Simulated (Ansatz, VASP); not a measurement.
**LiF: VASP beside Ansatz**

```
Li F
1.0
     1.95500    1.95500    0.00000
    -1.95500    1.95500    0.00000
     0.00000    1.95500    2.02372
Li F
1 1
Direct
  0.00000 0.00000 0.00000
  0.50000 0.50000 0.00000
```

Change from the starting cell: film at in-plane strain -0.02.

Alike in both runs: task single point; functional r2SCAN; k mesh 10 × 10 × 10; no spin polarisation.

|  | VASP | Ansatz |
| --- | --- | --- |
| version | VASP 6.6.1 | Ansatz 0.2.0 |
| potentials or method | VASP PAW PBE potentials, release 64 (Li_sv, F) | PAW with Ansatz's default frozen-core files, scalar-relativistic |
| plane-wave cutoff (eV) | 520 | 500 |
| occupations | gaussian, width 0.01 eV | fixed |
| valence electrons in the cell | 10 | 10 |

VASP gave:

* gap on the k mesh at the Fermi level (eV): 10.76

**Question.** What did Ansatz give for the same quantities?

**Answer.** gap on the k mesh at the Fermi level (eV): 10.53.

VASP's potentials were made for PBE, not for r2SCAN.

Noted on VASP's run: the cutoff is under 1.25 times that of the potentials, so the pressure is a little rough.
